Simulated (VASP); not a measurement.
# Co2Si (I4/mmm) in VASP: relaxation of cell and atoms with PBE

Aim: the relaxation of cell and atoms of Co2Si with PBE.

Everything below comes from runs of VASP 6.6.1. Logs are shortened: lines on timing, memory, paths and dates and some standing lists are left out, and cuts for length are marked.

## Step 1: The cell of the first run

It takes space group I4/mmm (No. 139, tetragonal). Conventional cell: a = 2.840 Å, b = 2.840 Å, c = 8.520 Å, α = 90.00°, β = 90.00°, γ = 90.00°. Within 3.2 Å of Co (site symmetry 4mm) lie 9 Co at 2.46 to 2.85 Å and 5 Si at 2.46 to 2.84 Å. Within 3.2 Å of Si (site symmetry 4/mmm) lie 10 Co at 2.46 to 2.84 Å and 4 Si at 2.84 Å.

## Step 2: Relaxation of cell and atoms, PBE, collinear spin, ferromagnetic start

The input, INCAR:

```
SYSTEM = Co2Si
  PREC = Accurate
  ENCUT = 600
  EDIFF = 1E-6
  ISMEAR = 0
  SIGMA = 0.2
  LREAL = .FALSE.
  LASPH = .TRUE.
  NELM = 150
  ALGO = Normal
  ISIF = 3
  LWAVE = .FALSE.
  LCHARG = .FALSE.
  ISPIN = 2
  MAGMOM = 3 3 0
  LORBIT = 11
  LMAXMIX = 4
  GGA = PE
  IBRION = 2
  NSW = 36
  EDIFFG = -0.08
```

The input, KPOINTS:

```
regular mesh
0
G
  9 9 9
  0 0 0
```

The input, POSCAR:

```
Co2Si
1.0
   -1.4200000000      1.4200000000      4.2600000000
    1.4200000000     -1.4200000000      4.2600000000
    1.4200000000      1.4200000000     -4.2600000000
Co Si
2 1
Direct
    0.3330000000      0.3330000000      0.0000000000
    0.6670000000      0.6670000000      0.0000000000
    0.0000000000      0.0000000000      0.0000000000
```

Potentials or basis: VASP PAW PBE potentials, release 64 (Co, Si).

Command:

```sh
$ cat potpaw_PBE.64/Co/POTCAR potpaw_PBE.64/Si/POTCAR > POTCAR
$ mpirun -np 1 vasp_std > vasp.out
```

OUTCAR:

```text
SYSTEM = Co2Si
   PREC = Accurate
   ENCUT = 600
   EDIFF = 1E-6
   ISMEAR = 0
   LREAL = .FALSE.
   LASPH = .TRUE.
   NELM = 150
   ISIF = 3
   ISPIN = 2
   LORBIT = 11
   GGA = PE
   IBRION = 2
   NSW = 36
   EDIFFG = -0.08

 ion  position               nearest neighbor table
   1  0.333  0.333  0.000-   2 2.46   2 2.46   2 2.46   2 2.46   3 2.46   3 2.46   3 2.46   3 2.46
                             3 2.84   2 2.85
   2  0.667  0.667  0.000-   1 2.46   1 2.46   1 2.46   1 2.46   3 2.46   3 2.46   3 2.46   3 2.46
                             3 2.84   1 2.85
   3  0.000  0.000  0.000-   2 2.46   2 2.46   2 2.46   1 2.46   2 2.46   1 2.46   1 2.46   1 2.46
                             1 2.84   2 2.84

  LATTYP: Found a body centered tetragonal cell.
 ALAT       =     2.8400000000
 C/A-ratio  =     3.0000000000

  Lattice vectors:

 A1 = (  -1.4200000000,   1.4200000000,   4.2600000000)
 A2 = (   1.4200000000,  -1.4200000000,   4.2600000000)
 A3 = (   1.4200000000,   1.4200000000,  -4.2600000000)

Analysis of symmetry for initial positions (statically):
=====================================================================
 Subroutine PRICEL returns:
 Original cell was already a primitive cell.

 Routine SETGRP: Setting up the symmetry group for a
 body centered tetragonal supercell.

 Subroutine GETGRP returns: Found 16 space group operations
 (whereof 16 operations were pure point group operations)
 out of a pool of 16 trial point group operations.

The static configuration has the point symmetry D_4h.

Analysis of symmetry for dynamics (positions and initial velocities):
=====================================================================
 Subroutine PRICEL returns:
 Original cell was already a primitive cell.

 Routine SETGRP: Setting up the symmetry group for a
 body centered tetragonal supercell.

 Subroutine GETGRP returns: Found 16 space group operations
 (whereof 16 operations were pure point group operations)
 out of a pool of 16 trial point group operations.

The dynamic configuration has the point symmetry D_4h.

Analysis of structural, dynamic, and magnetic symmetry:
=====================================================================
 Subroutine PRICEL returns:
 Original cell was already a primitive cell.

 Routine SETGRP: Setting up the symmetry group for a
 body centered tetragonal supercell.

 Subroutine GETGRP returns: Found 16 space group operations
 (whereof 16 operations were pure point group operations)
 out of a pool of 16 trial point group operations.

[... 131 lines left out ...]
   LEPSILON=     F    determine dielectric tensor
   LRPA    =     F    only Hartree local field effects (RPA)
 conjugate gradient relaxation of ions
 spin polarized calculation
 Gauss-broadening in eV      SIGMA  =   0.20
  energy-cutoff  :      600.00
  volume of cell :       34.36
 maximum number of plane-waves:      1169
 NGX is ok and might be reduce to    40
   NGX = 19   NGY = 19   NGZ = 19

--------------------------------------- Ionic step        1  -------------------------------------------

 number of electron      22.0000000 magnetization       2.2306383

 Free energy of the ion-electron system (eV)
  ---------------------------------------------------
  ext. energy  EPLUGINS =         0.00000000
  ---------------------------------------------------
  free energy    TOTEN  =       -20.21239720 eV

  energy without entropy =      -20.14432445  energy(sigma->0) =      -20.17836083

------------------------ aborting loop because EDIFF is reached ----------------------------------------

  FORCE on cell =-STRESS in cart. coord.  units (eV):
  Direction    XX          YY          ZZ          XY          YZ          ZX
  --------------------------------------------------------------------------------------
  -------------------------------------------------------------------------------------
  Total       -2.1786858     -2.1786858     -2.4252448      0.0000000      0.0000000      0.0000000
  in kB     -101.5918564   -101.5918564   -113.0888769      0.0000000      0.0000000      0.0000000
  external PRESSURE =    -105.4241965 kB  Pullay stress =       0.0000000 kB
[... 92 lines left out ...]
  FREE ENERGIE OF THE ION-ELECTRON SYSTEM (eV)
  ---------------------------------------------------
  free  energy   TOTEN  =       -20.4461007810 eV

  energy  without entropy=      -20.3907414662  energy(sigma->0) =      -20.41842112

[... ionic steps 4 to 7 ...]

--------------------------------------- Ionic step        8  -------------------------------------------

 number of electron      22.0000001 magnetization       1.5843810

------------------------ aborting loop because EDIFF is reached ----------------------------------------
[... 69 lines left out ...]
--------------------------------------- Ionic step       10  -------------------------------------------

 number of electron      22.0000001 magnetization       1.5647209

 Free energy of the ion-electron system (eV)
  ---------------------------------------------------
  ext. energy  EPLUGINS =         0.00000000
  ---------------------------------------------------
  free energy    TOTEN  =       -20.50403213 eV

  energy without entropy =      -20.44880997  energy(sigma->0) =      -20.47642105

 E-fermi :  11.6753     XC(G=0): -13.0994

 val. band max:       11.6692184349   @ k =   0.2222   0.1111   0.1111
 cond. band min:      11.6785523450   @ k =  -0.4444   0.4444   0.3333
 fundamental gap:      0.0093339102
 Fermi energy:        11.6752865796

 spin component 1

 k-point     1 :       0.0000    0.0000    0.0000
  band No.  band energies     occupation
      1      -1.2537      1.00000
      2       5.5854      1.00000
      3       7.7754      1.00000
      4       8.0316      1.00000
      5       8.7071      1.00000
      6       9.8470      1.00000
[... 493 lines left out ...]
     17      18.2744      0.00000
     18      20.5796      0.00000

 [... further k-points ...]

 spin component 2

 k-point     1 :       0.0000    0.0000    0.0000
  band No.  band energies     occupation
      1      -1.3041      1.00000
      2       5.8630      1.00000
      3       8.0470      1.00000
      4       8.9431      1.00000
      5       9.6194      1.00000
      6      10.3566      1.00000
[... 525 lines left out ...]
  FREE ENERGIE OF THE ION-ELECTRON SYSTEM (eV)
  ---------------------------------------------------
  free  energy   TOTEN  =       -20.5040321343 eV

  energy  without entropy=      -20.4488099728  energy(sigma->0) =      -20.47642105

 reached required accuracy - stopping structural energy minimisation

 total charge

# of ion       s       p       d       tot
------------------------------------------
    1        0.445   0.547   7.453   8.445
    2        0.445   0.547   7.453   8.445
    3        0.713   0.910   0.000   1.623
--------------------------------------------------
tot          1.604   2.004  14.906  18.513

 magnetization (x)

# of ion       s       p       d       tot
------------------------------------------
    1        0.001  -0.012   0.838   0.827
    2        0.001  -0.012   0.838   0.827
    3       -0.005  -0.020   0.000  -0.024
--------------------------------------------------
tot         -0.002  -0.043   1.675   1.630
```

OSZICAR:

```text
N       E                     dE             d eps       ncg     rms          rms(c)
DAV:   1     0.116909571222E+03    0.11691E+03   -0.10844E+04  5416   0.160E+03
DAV:   2    -0.173079845270E+02   -0.13422E+03   -0.12697E+03  5406   0.285E+02
[... 97 lines left out ...]
DAV:   1    -0.205040783653E+02   -0.47961E-03   -0.11163E-01  5620   0.226E+00    0.161E-01
DAV:   2    -0.205041119863E+02   -0.33621E-04   -0.27974E-03  6856   0.585E-01    0.755E-02
DAV:   3    -0.205040763475E+02    0.35639E-04   -0.35813E-04  6834   0.307E-01    0.595E-02
DAV:   4    -0.205040344371E+02    0.41910E-04   -0.10935E-04  6268   0.172E-01    0.215E-02
DAV:   5    -0.205040325090E+02    0.19281E-05   -0.89094E-06  6712   0.366E-02    0.954E-03
DAV:   6    -0.205040321343E+02    0.37471E-06   -0.73584E-07  2846   0.991E-03
  10 F= -.20504032E+02 E0= -.20476421E+02  d E =-.433751E-03  mag=     1.5647
```

Wall time 12 min (1 thread of Intel Xeon 6975P-C (Granite Rapids), shared host); peak memory 0.36 GiB.

Results:

| Item | Value |
| --- | --- |
| Free energy | -20.5040 eV |
| Relaxed volume | 10.74 Å³/atom |
| Relaxed cell | a = 4.711 Å, b = 4.711 Å, c = 4.711 Å, α = 146.19°, β = 146.19°, γ = 48.56° |
| Space group after relaxing (to 0.1 Å) | I4/mmm (No. 139) |
| Energy gained by relaxing | 97.2 meV/atom |
| Ionic steps | 10 |
| Pressure after relaxing | 0.1 GPa |
| Largest force after relaxing | 0.023 eV/Å |
| Net moment | 1.56 μB per cell |
| Site moments | Co +0.83; Si -0.02 μB |
| Valence electrons inside the program's atomic spheres | Co 8.45; Si 1.62 |

Forces in eV/Å, atoms in the order of the input:
```
Co   0.000  0.000  0.023
Co   0.000  0.000 -0.023
Si   0.000  0.000  0.000
```

The path:
| step | energy change (eV) | largest force (eV/Å) | pressure (GPa) | volume (Å³) |
| --- | --- | --- | --- | --- |
| 1 | 0.0000 | 1.7229 | -10.54 | 34.36 |
| 2 | -0.2136 | 0.3064 | 11.58 | 30.75 |
| 3 | -0.2337 | 0.7615 | 5.43 | 31.47 |
| 4 | -0.2765 | 0.3132 | 0.04 | 32.35 |
| 5 | -0.2788 | 0.1289 | 0.90 | 32.19 |
| 6 | -0.2864 | 0.0384 | -1.42 | 32.48 |
| 7 | -0.2867 | 0.0770 | -1.96 | 32.56 |
| 8 | -0.2912 | 0.0846 | -0.02 | 32.23 |
| 9 | -0.2912 | 0.0858 | 0.22 | 32.20 |
| 10 | -0.2916 | 0.0230 | 0.12 | 32.23 |

Final structure:
```cif
data_structure
_symmetry_space_group_name_H-M 'P 1'
_symmetry_Int_Tables_number 1
_cell_length_a 4.7108
_cell_length_b 4.7108
_cell_length_c 4.7108
_cell_angle_alpha 146.193
_cell_angle_beta 146.193
_cell_angle_gamma 48.561
_cell_volume 32.23
loop_
_atom_site_label
_atom_site_type_symbol
_atom_site_fract_x
_atom_site_fract_y
_atom_site_fract_z
_atom_site_occupancy
Co1 Co 0.34574 0.34574 0.00000 1
Co2 Co 0.65426 0.65426 0.00000 1
Si1 Si 0.00000 0.00000 0.00000 1
```
